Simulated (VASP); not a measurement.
# MgI2 (P-3m1) in VASP: notebook, part 2 of 2

VASP 6.6.1.

## (3) Single point, PBEsol (strain +0.015 along x and y, -0.015 along z)

The input, INCAR:

```
SYSTEM = MgI2
ALGO     = Normal         ! electronic algorithm
EDIFF    = 1E-7           ! SCF threshold, eV
ENCUT    = 520            ! plane-wave cutoff, eV
GGA      = PS             ! functional
ISIF     = 2              ! what is computed and relaxed
ISMEAR   = 0              ! smearing method
LASPH    = .TRUE.         ! aspherical terms in the spheres
LCHARG   = .FALSE.        ! write CHGCAR
LREAL    = .FALSE.        ! projectors in reciprocal space
LWAVE    = .FALSE.        ! write WAVECAR
NBANDS   = 15             ! bands
NELM     = 100            ! most SCF steps
PREC     = Accurate       ! precision mode
SIGMA    = 0.05           ! smearing width, eV
```

The input, KPOINTS:

```
k-points
0
G
  6 6 4
  0 0 0
```

The input, POSCAR:

```
MgI2
1.0
    4.2160056232      0.0000000000      0.0000000000
   -2.1080028116      3.6511679722      0.0000000000
    0.0000000000      0.0000000000      6.7590700000
Mg I
1 2
Direct
    0.0000000000      0.0000000000      0.0000000000
    0.3333333333      0.6666666667      0.7576300000
    0.6666666667      0.3333333333      0.2423700000
```

Potentials or basis: VASP PAW PBE potentials, release 64 (Mg, I).

On the command line:

```console
$ cat potpaw_PBE.64/Mg/POTCAR potpaw_PBE.64/I/POTCAR > POTCAR
$ mpirun -np 1 vasp_std > vasp.out
```

OUTCAR:

```text
SYSTEM = MgI2
   EDIFF = 1E-7
   ENCUT = 520
   GGA = PS
   ISIF = 2
   ISMEAR = 0
   LASPH = .TRUE.
   LREAL = .FALSE.
   NELM = 100
   PREC = Accurate

 ion  position               nearest neighbor table
   1  0.000  0.000  0.000-   2 2.93   3 2.93   3 2.93   2 2.93   3 2.93   2 2.93
   2  0.333  0.667  0.758-   1 2.93   1 2.93   1 2.93
   3  0.667  0.333  0.242-   1 2.93   1 2.93   1 2.93

  LATTYP: Found a hexagonal cell.
 ALAT       =     4.2160056232
 C/A-ratio  =     1.6031928332

  Lattice vectors:
[... 621 lines left out ...]

  FORCE on cell =-STRESS in cart. coord.  units (eV):
  Direction    XX          YY          ZZ          XY          YZ          ZX
  --------------------------------------------------------------------------------------
  -------------------------------------------------------------------------------------
  Total       -0.6836801     -0.6836801      0.0944994     -0.0000000      0.0000000      0.0000000
  in kB      -10.5279449    -10.5279449      1.4551896     -0.0000000      0.0000000      0.0000000
  external PRESSURE =      -6.5335668 kB  Pullay stress =       0.0000000 kB

 VOLUME and BASIS-vectors are now :
 -----------------------------------------------------------------------------
  energy-cutoff  :      520.00
  volume of cell :      104.04
      direct lattice vectors                 reciprocal lattice vectors
     4.216005623  0.000000000  0.000000000     0.237191334  0.136942481  0.000000000
    -2.108002812  3.651167972  0.000000000     0.000000000  0.273884962  0.000000000
     0.000000000  0.000000000  6.759070000     0.000000000  0.000000000  0.147949348

 POSITION                                       TOTAL-FORCE (eV/Angst)
 -----------------------------------------------------------------------------------
      0.00000      0.00000      0.00000         0.000000      0.000000      0.000000
     -0.00000      2.43411      5.12087        -0.000000      0.000000      0.035462
      2.10800      1.21706      1.63820        -0.000000     -0.000000     -0.035462
 -----------------------------------------------------------------------------------
    total drift:                               -0.000000      0.000000     -0.000000

  FREE ENERGIE OF THE ION-ELECTRON SYSTEM (eV)
  ---------------------------------------------------
  free  energy   TOTEN  =        -8.4049714611 eV

  energy  without entropy=       -8.4049714611  energy(sigma->0) =       -8.40497146
```

It took 22 s on 1 thread of AMD EPYC 9R14 (Zen 4), shared host; peak memory 0.2 GiB.

Results:

```
Free energy            : -8.4050 eV
Pressure               : -0.7 GPa
Largest force          : 0.035 eV/Å
Band gap on the k mesh : 3.30 eV, indirect (least direct gap 3.32 eV)
```

Forces on the atoms (eV/Å):
```
Mg   0.000  0.000  0.000
I    0.000  0.000  0.035
I    0.000  0.000 -0.035
```

Stress tensor (GPa, compression positive):
```
-1.05  0.00  0.00
 0.00 -1.05  0.00
 0.00  0.00  0.15
```

Caveat: the cell differs from its parent crystal (strain +0.015 along x and y, -0.015 along z); the PAW data sets were made with another functional, which shifts forces and pressure a little; spin-orbit coupling is left out, which moves the levels of the heavy elements; this functional lacks dispersion, which binds the layers, so the pressure and a relaxed spacing across them are unreliable. A k mesh can miss the band edges.

## (4) Single point, PBEsol (strain +0.000 along x and y, +0.030 along z)

The input, INCAR:

```
SYSTEM = MgI2
  ALGO = Normal
  EDIFF = 1E-7
  ENCUT = 520
  GGA = PS
  ISIF = 2
  ISMEAR = 0
  LASPH = .True.
  LCHARG = .False.
  LREAL = .False.
  LWAVE = .False.
  NBANDS = 15
  NELM = 100
  PREC = Accurate
  SIGMA = 0.05
```

The input, KPOINTS:

```
k-points
0
Gamma
  6 6 4
  0 0 0
```

The input, POSCAR:

```
MgI2
1.0
    4.1537001214      0.0000000000      0.0000000000
   -2.0768500607      3.5972098248      0.0000000000
    0.0000000000      0.0000000000      7.0678600000
Mg I
1 2
Direct
    0.0000000000      0.0000000000      0.0000000000
    0.3333333333      0.6666666667      0.7576300000
    0.6666666667      0.3333333333      0.2423700000
```

On the command line:

```console
$ cat potpaw_PBE.64/Mg/POTCAR potpaw_PBE.64/I/POTCAR > POTCAR
$ mpirun -np 1 vasp_std > vasp.out
```

Wall time 26 s (1 thread of AMD EPYC 9R14 (Zen 4), shared host); peak memory 0.2 GiB.

The run converged. Its results:

| Quantity | Value |
| --- | --- |
| Free energy | -8.4073 eV |
| Pressure | -1.0 GPa |
| Largest force | 0.254 eV/Å |
| Band gap on the k mesh | 3.44 eV, indirect (least direct gap 3.52 eV) |

Forces in eV/Å, atoms in the order of the input:
```
Mg   0.000  0.000  0.000
I    0.000  0.000  0.254
I    0.000  0.000 -0.254
```

Stress tensor (GPa, compression positive):
```
-0.86  0.00  0.00
 0.00 -0.86  0.00
 0.00  0.00 -1.29
```

Levels at points of the mesh, in eV from the valence-band top:
```csv
k point,band 5,band 6,band 7,band 8,band 9,band 10,band 11,band 12
"(0.00, 0.00, 0.00)",-0.33,-0.11,0.00,0.00,3.52,4.75,6.72,6.72
"(0.50, 0.00, 0.00)",-1.81,-1.25,-0.89,-0.42,3.59,5.20,5.38,6.91
"(0.00, 0.00, 0.50)",-0.25,-0.25,-0.09,-0.09,4.53,4.79,6.57,6.57
"(0.50, 0.00, 0.50)",-1.16,-1.10,-0.81,-0.62,3.44,5.05,5.54,5.96
```

Caveat: the cell differs from its parent crystal (strain +0.000 along x and y, +0.030 along z); the PAW data sets were made with another functional, which shifts forces and pressure a little; spin-orbit coupling is left out, which moves the levels of the heavy elements; this functional lacks dispersion, which binds the layers, so the pressure and a relaxed spacing across them are unreliable.

## (5) Single point, PBEsol (strain +0.030 along x and y, -0.030 along z)

The input, INCAR:

```
SYSTEM = MgI2
ALGO     = Normal         ! electronic algorithm
EDIFF    = 1E-6           ! SCF threshold, eV
ENCUT    = 520            ! plane-wave cutoff, eV
GGA      = PS             ! functional
ISIF     = 2              ! what is computed and relaxed
ISMEAR   = 0              ! smearing method
LASPH    = .TRUE.         ! aspherical terms in the spheres
LCHARG   = .FALSE.        ! write CHGCAR
LREAL    = .FALSE.        ! projectors in reciprocal space
LWAVE    = .FALSE.        ! write WAVECAR
NBANDS   = 15             ! bands
NELM     = 80             ! most SCF steps
PREC     = Accurate       ! precision mode
SIGMA    = 0.05           ! smearing width, eV
```

The input, KPOINTS:

```
k-points
0
G
  6 6 4
  0 0 0
```

The input, POSCAR:

```
MgI2
1.0
    4.2783111250      0.0000000000      0.0000000000
   -2.1391555625      3.7051261196      0.0000000000
    0.0000000000      0.0000000000      6.6561400000
Mg I
1 2
Direct
    0.0000000000      0.0000000000      0.0000000000
    0.3333333333      0.6666666667      0.7576300000
    0.6666666667      0.3333333333      0.2423700000
```

On the command line:

```console
$ cat potpaw_PBE.64/Mg/POTCAR potpaw_PBE.64/I/POTCAR > POTCAR
$ mpirun -np 1 vasp_std > vasp.out
```

It took 20 s on 1 thread of AMD EPYC 9R14 (Zen 4), shared host; peak memory 0.19 GiB.

It converged, with:

* Free energy: -8.3767 eV
* Pressure: -1.1 GPa
* Largest force: 0.034 eV/Å
* Band gap on the k mesh: 3.08 eV, direct

Forces in eV/Å, atoms in the order of the input:
```
Mg   0.000  0.000  0.000
I    0.000  0.000  0.034
I    0.000  0.000 -0.034
```

Stress tensor (GPa, compression positive):
```
-1.69  0.00  0.00
 0.00 -1.69  0.00
 0.00  0.00  0.22
```

Levels at points of the mesh, in eV from the valence-band top:
| k point | band 4 | band 5 | band 6 | band 7 | band 8 | band 9 | band 10 | band 11 | band 12 | band 13 |
| --- | --- | --- | --- | --- | --- | --- | --- | --- | --- | --- |
| (0.00, 0.00, 0.00) | -0.90 | -0.90 | -0.46 | -0.46 | 0.00 | 3.08 | 4.17 | 6.13 | 6.13 | 7.52 |
| (0.50, 0.00, 0.00) | -2.87 | -2.01 | -1.77 | -1.07 | -0.70 | 3.23 | 4.97 | 5.34 | 6.53 | 8.12 |
| (0.00, 0.00, 0.50) | -1.54 | -0.77 | -0.77 | -0.59 | -0.59 | 4.02 | 4.30 | 5.90 | 5.90 | 7.28 |
| (0.50, 0.00, 0.50) | -3.34 | -1.57 | -1.18 | -1.00 | -0.92 | 3.22 | 4.91 | 5.64 | 5.95 | 7.42 |

Caveat: the cell differs from its parent crystal (strain +0.030 along x and y, -0.030 along z); the PAW data sets were made with another functional, which shifts forces and pressure a little; spin-orbit coupling is left out, which moves the levels of the heavy elements; this functional lacks dispersion, which binds the layers, so the pressure and a relaxed spacing across them are unreliable. A k mesh can miss the band edges.

## (6) Single point, PBEsol (strain +0.015 along x and y, +0.000 along z)

The input, INCAR:

```
SYSTEM = MgI2
PREC = Accurate
ENCUT = 520
EDIFF = 1E-7
ISMEAR = 0
SIGMA = 0.05
LREAL = .False.
LASPH = .True.
NELM = 100
ALGO = Normal
ISIF = 2
LWAVE = .False.
LCHARG = .False.
GGA = PS
NBANDS = 15
```

The input, KPOINTS:

```
regular mesh
0
Gamma
  6 6 4
  0 0 0
```

The input, POSCAR:

```
MgI2
1.0
    4.2160056232      0.0000000000      0.0000000000
   -2.1080028116      3.6511679722      0.0000000000
    0.0000000000      0.0000000000      6.8620000000
Mg I
1 2
Direct
    0.0000000000      0.0000000000      0.0000000000
    0.3333333333      0.6666666667      0.7576300000
    0.6666666667      0.3333333333      0.2423700000
```

Potentials or basis: VASP PAW PBE potentials, release 64 (Mg, I).

On the command line:

```console
$ cat potpaw_PBE.64/Mg/POTCAR potpaw_PBE.64/I/POTCAR > POTCAR
$ mpirun -np 1 vasp_std > vasp.out
```

Run time: 23 s. Hardware: 1 thread of AMD EPYC 9R14 (Zen 4), shared host; peak memory 0.2 GiB.

The run converged. Its results:

```yaml
Free_energy: -8.4032 eV
Pressure: -1.0 GPa
Largest_force: 0.139 eV/Å
Band_gap_on_the_k_mesh: 3.36 eV, indirect (the least direct gap lies 0.8 meV higher)
```

Forces in eV/Å, atoms in the order of the input:
```
Mg   0.000  0.000  0.000
I    0.000  0.000  0.139
I    0.000  0.000 -0.139
```

Stress tensor (GPa, compression positive):
```
-1.32  0.00  0.00
 0.00 -1.32  0.00
 0.00  0.00 -0.51
```

Levels at points of the mesh, in eV from the valence-band top:
```csv
k point,band 5,band 6,band 7,band 8,band 9,band 10,band 11,band 12
"(0.00, 0.00, 0.00)",-0.57,-0.19,-0.19,0.00,3.36,4.50,6.47,6.47
"(0.50, 0.00, 0.00)",-1.86,-1.46,-0.93,-0.52,3.47,5.13,5.41,6.77
"(0.00, 0.00, 0.50)",-0.47,-0.47,-0.29,-0.29,4.32,4.58,6.28,6.28
"(0.50, 0.00, 0.50)",-1.29,-1.13,-0.81,-0.76,3.38,5.05,5.62,5.98
```

Caveat: the cell differs from its parent crystal (strain +0.015 along x and y, +0.000 along z); the PAW data sets were made with another functional, which shifts forces and pressure a little; spin-orbit coupling is left out, which moves the levels of the heavy elements; this functional lacks dispersion, which binds the layers, so the pressure and a relaxed spacing across them are unreliable.

## (7) Overview

```tsv
cell	gap on the mesh (eV)	pressure (GPa)	largest force (eV/Å)
a = 4.154, b = 4.154, c = 6.965 Å, angles 90.0, 90.0, 120.0°, 3 atoms	3.50	-0.6	0.15
a = 4.216, b = 4.216, c = 6.759 Å, angles 90.0, 90.0, 120.0°, 3 atoms	3.30	-0.7	0.04
a = 4.154, b = 4.154, c = 7.068 Å, angles 90.0, 90.0, 120.0°, 3 atoms	3.44	-1.0	0.25
a = 4.278, b = 4.278, c = 6.656 Å, angles 90.0, 90.0, 120.0°, 3 atoms	3.08	-1.1	0.03
a = 4.216, b = 4.216, c = 6.862 Å, angles 90.0, 90.0, 120.0°, 3 atoms	3.36	-1.0	0.14
```

Alike in all rows: task single point; level PBEsol; potentials or basis VASP PAW PBE potentials, release 64 (Mg, I); no spin polarisation; k mesh 6 × 6 × 4; cutoff (eV) 520; smearing gaussian 0.05 eV.

Caveats: the PAW data sets were made with another functional, which shifts forces and pressure a little; spin-orbit coupling is left out, which moves the levels of the heavy elements; this functional lacks dispersion, which binds the layers, so the pressure and a relaxed spacing across them are unreliable.

Absolute energies hang on the potentials; compare differences alone.
